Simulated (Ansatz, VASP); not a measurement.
**Two plane-wave programs on Be16H**

```
Be H
1.0
    -2.29000   -3.96640    0.00000
     3.43500   -1.98320    0.00000
     0.00000    0.00000    7.17686
Be H
16 1
Direct
  0.75059 0.50071 0.00410
  0.49994 0.33359 0.24842
  0.75040 0.50123 0.49542
  0.47819 0.31977 0.74938
  0.50015 0.00001 0.99764
  0.25045 0.83268 0.24717
  0.49883 0.00015 0.49664
  0.25045 0.82187 0.74696
  0.25050 0.49969 0.99927
  0.00095 0.33373 0.24843
  0.25037 0.49929 0.49599
  0.02245 0.31984 0.74936
  0.00102 0.00008 0.99760
  0.75048 0.83632 0.24777
  0.00198 0.00014 0.49664
  0.75046 0.86799 0.74851
  0.75025 0.50304 0.72236
```

Alike in both runs: functional PBEsol; k mesh 4 × 4 × 3; occupations fermi-dirac, width 0.15 eV; no spin polarisation.

Ansatz relaxed the structure, and its values are those at the end. VASP's run is a single point on that final structure, the one shown.

|  | VASP | Ansatz |
| --- | --- | --- |
| version | VASP 6.6.1 | Ansatz 0.2.0 |
| potentials or method | VASP PAW PBE potentials, release 64 (Be, H), cutoff 520 eV | scalar-relativistic, plane waves, PAW |
| valence electrons in the cell | 33 | 33 |

|  | VASP | Ansatz | Ansatz less VASP |
| --- | --- | --- | --- |
| rms of the force components (eV/Å) | 0.005 | 0.005 | -0.0004 |

VASP's potentials were made for PBE, not for PBEsol. The functional is the same, so the differences come from potentials, cutoffs and numerics.

The k mesh is coarse, so the values compare programs but aren't converged.
